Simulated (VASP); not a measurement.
# Al12Pt in VASP: a series of runs

Al12Pt is run at these levels: PBE; tasks: single point.

All numbers are computed with VASP 6.6.1; they aren't measurements. Logs are shortened: lines on timing, memory, paths and dates and some standing lists are left out, and cuts for length are marked.

## (1) The cell of the first run

The cell holds a slab with vacuum, 13 atoms: a = 5.728 Å, b = 5.728 Å, c = 16.677 Å, α = 90.00°, β = 90.00°, γ = 60.00°.

## (2) Single point, PBE

Contents of INCAR:

```
  PREC = Accurate
  ENCUT = 520
  EDIFF = 1E-7
  ISMEAR = -1
  SIGMA = 0.15
  LREAL = False
  LASPH = True
  NELM = 100
  ALGO = Normal
  ISIF = 2
  LWAVE = False
  LCHARG = False
  GGA = PE
  NBANDS = 35
```

Contents of KPOINTS:

```
regular mesh
0
Gamma
  3 3 1
```

Contents of POSCAR:

```
Al12Pt
1.0
    5.7275650000      0.0000000000      0.0000000000
    2.8637820000      4.9602170000      0.0000000000
    0.0000000000      0.0000000000     16.6765370000
Al Pt
12 1
Direct
    0.1666667000      0.1666667000      0.0599645000
    0.6666667000      0.1666667000      0.0599645000
    0.1666667000      0.6666667000      0.0599645000
    0.6666667000      0.6666667000      0.0599645000
   -0.1655284334      0.3346428169      0.2012585774
    0.3308841876      0.3346399551      0.2012597941
   -0.1654767436      0.8309462869      0.2012308410
    0.3332868799      0.8334206537      0.1969056798
   -0.0245784646      0.0123095227      0.3385347737
    0.5122621913      0.0123050193      0.3385393494
   -0.0000092742      0.5000187278      0.3425436982
    0.5121650715      0.4756676447      0.3386325456
    0.3331193352      0.8337333827      0.4326278157
```

Potentials or basis: VASP PAW PBE potentials, release 64 (Al, Pt).

The run is started by

```
$ cat potpaw_PBE.64/Al/POTCAR potpaw_PBE.64/Pt/POTCAR > POTCAR
$ mpirun -np 1 vasp_std > vasp.out
```

OUTCAR:

```text
PREC = Accurate
   ENCUT = 520
   EDIFF = 1E-7
   ISMEAR = -1
   LREAL = False
   LASPH = True
   NELM = 100
   ISIF = 2
   GGA = PE

 ion  position               nearest neighbor table
   1  0.167  0.167  0.060-   8 2.82   3 2.86   3 2.86   2 2.86   2 2.86   4 2.86   4 2.86   5 2.88
                             6 2.88
   2  0.667  0.167  0.060-   4 2.86   4 2.86   1 2.86   1 2.86   3 2.86   3 2.86   7 2.88   5 2.89
                             6 2.89
   3  0.167  0.667  0.060-   8 2.82   1 2.86   1 2.86   4 2.86   4 2.86   2 2.86   2 2.86   7 2.87
                             6 2.87
   4  0.667  0.667  0.060-   8 2.82   2 2.86   2 2.86   3 2.86   3 2.86   1 2.86   1 2.86   7 2.87
                             5 2.87
   5  0.834  0.335  0.201-   9 2.79  12 2.80   7 2.84   6 2.84   8 2.86   8 2.86  11 2.87   4 2.87
                             1 2.88   6 2.88   7 2.88   2 2.89
   6  0.331  0.335  0.201-  10 2.79  12 2.80   7 2.84   5 2.84   8 2.86   8 2.86  11 2.87   3 2.87
                             1 2.88   5 2.88   7 2.88   2 2.89
   7  0.835  0.831  0.201-   9 2.79  10 2.79   5 2.84   6 2.84   8 2.86   8 2.86  11 2.87   4 2.87
                             3 2.87   6 2.88   5 2.88   2 2.88
   8  0.333  0.833  0.197-   1 2.82   3 2.82   4 2.82   5 2.86   6 2.86   7 2.86   7 2.86   6 2.86
                             5 2.86   9 2.95  10 2.95  12 2.96
   9  0.975  0.012  0.339-  13 2.37  10 2.65  12 2.65   5 2.79   7 2.79  11 2.87  11 2.87   8 2.95
                            12 3.07  10 3.07
  10  0.512  0.012  0.339-  13 2.37   9 2.65  12 2.65   6 2.79   7 2.79  11 2.87  11 2.87   8 2.95
                            12 3.07   9 3.07
  11  1.000  0.500  0.343-  12 2.87  12 2.87  10 2.87   9 2.87   9 2.87  10 2.87   6 2.87   5 2.87
                             7 2.87
  12  0.512  0.476  0.339-  13 2.37   9 2.65  10 2.65   6 2.80   5 2.80  11 2.87  11 2.87   8 2.96
                            10 3.07   9 3.07
  13  0.333  0.834  0.433-   9 2.37  10 2.37  12 2.37

  LATTYP: Found a hexagonal cell.
 ALAT       =     5.7275649303
 C/A-ratio  =     2.9116277516

  Lattice vectors:

 A1 = (  -2.8637820000,  -4.9602170000,   0.0000000000)
 A2 = (   5.7275650000,   0.0000000000,   0.0000000000)
 A3 = (   0.0000000000,   0.0000000000,  16.6765370000)

Analysis of symmetry for initial positions (statically):
=====================================================================
 Subroutine PRICEL returns:
 Original cell was already a primitive cell.

 Routine SETGRP: Setting up the symmetry group for a
 hexagonal supercell.

 Subroutine GETGRP returns: Found  1 space group operations
 (whereof  1 operations were pure point group operations)
 out of a pool of 24 trial point group operations.

The static configuration has the point symmetry C_1 .
[... 131 lines left out ...]
   EFERMI_NEDOS =   21; number of points for ismear=-14 and -15
   IALGO  =     38    algorithm
   IMIX   =      4    mixing-type and parameters
     AMIX     =   0.40;   BMIX     =  1.00
     AMIX_MAG =   1.60;   BMIX_MAG =  1.00
  volume/ion in A,a.u.               =      36.44       245.94
  Fermi-wavevector in a.u.,A,eV,Ry     =   0.752434  1.421895  7.703039  0.566157
  Thomas-Fermi vector in A             =   1.849644
   LORBIT       =      0    0 simple, 1 ext, 2 COOP (PROOUT), +10 PAW based schemes
   GGA     = PE    functional components
   LHFCALC =     F    Hartree Fock is set to
   AEXX    =    0.0000 exact exchange contribution
   IVDW    =     0    specifies the selected vdW correction
   LEPSILON=     F    determine dielectric tensor
   LRPA    =     F    only Hartree local field effects (RPA)
 non-spin polarized calculation
  energy-cutoff  :      520.00
  volume of cell :      473.78
 maximum number of plane-waves:     12795
 NGX is ok and might be reduce to    42
   NGX = 21   NGY = 21   NGZ = 63

 number of electron      46.0000002 magnetization

 Free energy of the ion-electron system (eV)
  ---------------------------------------------------
  ext. energy  EPLUGINS =         0.00000000
  ---------------------------------------------------
  free energy    TOTEN  =       -49.09826012 eV

  energy without entropy =      -48.60278309  energy(sigma->0) =      -48.85052160

 E-fermi :   1.4466     XC(G=0):  -5.7931

 val. band max:        1.4394014367   @ k =   0.0000   0.3333   0.0000
 cond. band min:       1.4510476812   @ k =   0.0000   0.0000   0.0000
 fundamental gap:      0.0116462446
 Fermi energy:         1.4465975870

 k-point     1 :       0.0000    0.0000    0.0000
  band No.  band energies     occupation
      1      -9.0468      2.00000
      2      -7.4471      2.00000
      3      -4.9888      2.00000
      4      -3.4187      2.00000
      5      -3.3953      2.00000
      6      -3.3944      2.00000
[... 179 lines left out ...]
     34       4.8794      0.00000
     35       4.9061      0.00000

------------------------ aborting loop because EDIFF is reached ----------------------------------------

  FORCE on cell =-STRESS in cart. coord.  units (eV):
  Direction    XX          YY          ZZ          XY          YZ          ZX
  --------------------------------------------------------------------------------------
  -------------------------------------------------------------------------------------
  Total       -0.7112638     -0.7176130     -0.0008362     -0.0001196     -0.0045021      0.0001669
  in kB       -2.4052750     -2.4267457     -0.0028279     -0.0004046     -0.0152249      0.0005644
  external PRESSURE =      -1.6116162 kB  Pullay stress =       0.0000000 kB

 VOLUME and BASIS-vectors are now :
 -----------------------------------------------------------------------------
  energy-cutoff  :      520.00
  volume of cell :      473.78
      direct lattice vectors                 reciprocal lattice vectors
     5.727565000  0.000000000  0.000000000     0.174594265 -0.100802024  0.000000000
     2.863782000  4.960217000  0.000000000     0.000000000  0.201604083  0.000000000
     0.000000000  0.000000000 16.676537000     0.000000000  0.000000000  0.059964488

 POSITION                                       TOTAL-FORCE (eV/Angst)
 -----------------------------------------------------------------------------------
      1.43189      0.82670      1.00000         0.000003     -0.186213      0.000812
      4.29567      0.82670      1.00000        -0.000013      0.000346     -0.017563
      2.86378      3.30681      1.00000         0.161693      0.093322      0.000190
      5.72756      3.30681      1.00000        -0.161711      0.093335      0.000161
      5.73783      1.65990      3.35630        -0.001447     -0.000905      0.003477
      2.85350      1.65989      3.35632         0.001438     -0.000897      0.003468
      7.15944      4.12167      3.35583         0.000003      0.001754      0.003721
      4.29566      4.13395      3.28370         0.000008     -0.000193      0.002678
      5.62204      0.06106      5.64559         0.006245     -0.003065      0.005483
      2.96925      0.06104      5.64566        -0.006216     -0.003039      0.005397
      7.15946      2.48020      5.71244        -0.000026      0.000240      0.004359
      4.29567      2.35941      5.64722        -0.000008      0.006270      0.003897
      4.29559      4.13550      7.21473         0.000031     -0.000955     -0.016080
 -----------------------------------------------------------------------------------
    total drift:                                0.000001     -0.000021     -0.000254

  FREE ENERGIE OF THE ION-ELECTRON SYSTEM (eV)
  ---------------------------------------------------
  free  energy   TOTEN  =       -49.0982601169 eV

  energy  without entropy=      -48.6027830894  energy(sigma->0) =      -48.85052160
```

stdout:

```text
POSCAR found type information on POSCAR AlPt
 POSCAR found :  2 types and      13 ions
 scaLAPACK will be used
 LDA part: xc-table for (Slater+PW92), standard interpolation
 POSCAR, INCAR and KPOINTS ok, starting setup
 FFT: planning ... GRIDC
 FFT: planning ... GRID_SOFT
 FFT: planning ... GRID
 WAVECAR not read
 entering main loop
```

Wall time 1.8 min (1 thread of Intel Xeon 6975P-C (Granite Rapids), shared host); peak memory 0.62 GiB.

Results:

```yaml
Free_energy: -49.0983 eV
Largest_force: 0.187 eV/Å
Band_gap_on_the_k_mesh: 0.01 eV, indirect (least direct gap 0.11 eV)
```

Forces on the atoms (eV/Å):
```
Al   0.000 -0.186  0.001
Al   0.000  0.000 -0.018
Al   0.162  0.093  0.000
Al  -0.162  0.093  0.000
Al  -0.001 -0.001  0.003
Al   0.001 -0.001  0.003
Al   0.000  0.002  0.004
Al   0.000  0.000  0.003
Al   0.006 -0.003  0.005
Al  -0.006 -0.003  0.005
Al   0.000  0.000  0.004
Al   0.000  0.006  0.004
Pt   0.000 -0.001 -0.016
```

Caveat: the k points lie up to 0.42 Å⁻¹ apart; spin-orbit coupling is left out, which moves the levels of the heavy elements.

## (3) Single point, PBE

Contents of INCAR:

```
  ALGO = Normal
  EDIFF = 1E-6
  ENCUT = 520
  GGA = PE
  ISIF = 2
  ISMEAR = -1
  LASPH = T
  LCHARG = T
  LELF = T
  LREAL = F
  LVHAR = T
  LWAVE = F
  NBANDS = 35
  NELM = 60
  PREC = Accurate
  SIGMA = 0.15
```

Contents of KPOINTS:

```
k-points
0
Gamma
  3 3 1
```

Contents of POSCAR:

```
Al12Pt
1.0
    5.7275650000      0.0000000000      0.0000000000
    2.8637820000      4.9602170000      0.0000000000
    0.0000000000      0.0000000000     16.6765370000
Al Pt
12 1
Direct
    0.1666666208      0.1666667003      0.0599644878
    0.6666667081      0.1666667003      0.0599644878
    0.1666666712      0.6666665995      0.0599644878
    0.6666667585      0.6666665995      0.0599644878
   -0.1655284718      0.3346428191      0.2012585706
    0.3308842416      0.3346399966      0.2012597699
   -0.1654767913      0.8309463074      0.2012308671
    0.3332868512      0.8334205943      0.1969056885
   -0.0245784806      0.0123095421      0.3385347929
    0.5122621667      0.0123051068      0.3385393502
   -0.0000091496      0.5000186484      0.3425437188
    0.5121650142      0.4756676976      0.3386325350
    0.3331193332      0.8337332822      0.4326278291
```

Potentials or basis: VASP PAW PBE potentials, release 64 (Al, Pt).

The run is started by

```
$ cat potpaw_PBE.64/Al/POTCAR potpaw_PBE.64/Pt/POTCAR > POTCAR
$ mpirun -np 1 vasp_std > vasp.out
```

Wall time 2.1 min (1 thread of Intel Xeon 6975P-C (Granite Rapids), shared host); peak memory 0.61 GiB.

The run converged. Its results:

* Free energy: -49.0983 eV
* Largest force: 0.187 eV/Å
* Band gap on the k mesh: 0.01 eV, indirect (least direct gap 0.11 eV)

Forces on the atoms (eV/Å):
```
Al   0.000 -0.186  0.001
Al   0.000  0.000 -0.018
Al   0.162  0.093  0.000
Al  -0.162  0.093  0.000
Al  -0.001 -0.001  0.004
Al   0.001 -0.001  0.004
Al   0.000  0.002  0.004
Al   0.000  0.000  0.003
Al   0.006 -0.003  0.005
Al  -0.006 -0.003  0.005
Al   0.000  0.000  0.004
Al   0.000  0.006  0.004
Pt   0.000 -0.001 -0.016
```

Levels at points of the mesh, in eV from the valence-band top:
```tsv
k point	band 19	band 20	band 21	band 22	band 23	band 24	band 25	band 26	band 27	band 28
(0.00, 0.00, 0.00)	-2.09	-1.88	-1.87	-0.79	-0.50	0.01	0.01	0.16	0.16	0.51
```

Caveat: the k points lie up to 0.42 Å⁻¹ apart; spin-orbit coupling is left out, which moves the levels of the heavy elements.

## (4) Single point, PBE

Contents of INCAR:

```
PREC     = Accurate       # precision mode
ENCUT    = 520            # plane-wave cutoff, eV
EDIFF    = 1E-6           # SCF threshold, eV
ISMEAR   = -1             # smearing method
SIGMA    = 0.15           # smearing width, eV
LREAL    = F              # projectors in reciprocal space
LASPH    = T              # aspherical terms in the spheres
NELM     = 60             # most SCF steps
ALGO     = Normal         # electronic algorithm
ISIF     = 2              # what is computed and relaxed
LWAVE    = F              # write WAVECAR
LCHARG   = F              # write CHGCAR
GGA      = PE             # functional
NBANDS   = 35             # bands
```

Contents of KPOINTS:

```
Automatic mesh
0
Gamma
  3 3 1
```

Contents of POSCAR:

```
Al12Pt
1.0
    5.7275650000      0.0000000000      0.0000000000
    2.8637820000      4.9602170000      0.0000000000
    0.0000000000      0.0000000000     16.6765370000
Al Pt
12 1
Direct
    0.1666666208      0.1666667003      0.0599644878
    0.6666667081      0.1666667003      0.0599644878
    0.1666666712      0.6666665995      0.0599644878
    0.6666667585      0.6666665995      0.0599644878
   -0.1691158457      0.3346399966      0.2012597699
    0.3344716155      0.3346428191      0.2012585706
   -0.1667130616      0.8334205943      0.1969056885
    0.3345232960      0.8309463074      0.2012308671
    0.0122620794      0.0123051068      0.3385393502
    0.4754214321      0.0123095421      0.3385347929
    0.0121651015      0.4756676976      0.3386325350
    0.4999907631      0.5000186484      0.3425437188
    0.8331194205      0.8337332822      0.4326278291
```

The run is started by

```
$ cat potpaw_PBE.64/Al/POTCAR potpaw_PBE.64/Pt/POTCAR > POTCAR
$ mpirun -np 1 vasp_std > vasp.out
```

It took 1.7 min on 1 thread of Intel Xeon 6975P-C (Granite Rapids), shared host; peak memory 0.61 GiB.

The run converged. Its results:

```
Free energy            : -49.0983 eV
Largest force          : 0.187 eV/Å
Band gap on the k mesh : 0.01 eV, indirect (least direct gap 0.11 eV)
```

Forces in eV/Å, atoms in the order of the input:
```
Al   0.000  0.000 -0.018
Al   0.000 -0.186  0.001
Al  -0.162  0.093  0.000
Al   0.162  0.093  0.000
Al   0.001 -0.001  0.004
Al  -0.001 -0.001  0.004
Al   0.000  0.000  0.003
Al   0.000  0.002  0.004
Al  -0.006 -0.003  0.005
Al   0.006 -0.003  0.005
Al   0.000  0.006  0.004
Al   0.000  0.000  0.004
Pt   0.000 -0.001 -0.016
```

Levels at points of the mesh, in eV from the valence-band top:
```csv
k point,band 20,band 21,band 22,band 23,band 24,band 25,band 26,band 27
"(0.00, 0.00, 0.00)",-1.88,-1.87,-0.79,-0.50,0.01,0.01,0.16,0.16
```

Caveat: the k points lie up to 0.42 Å⁻¹ apart; spin-orbit coupling is left out, which moves the levels of the heavy elements.
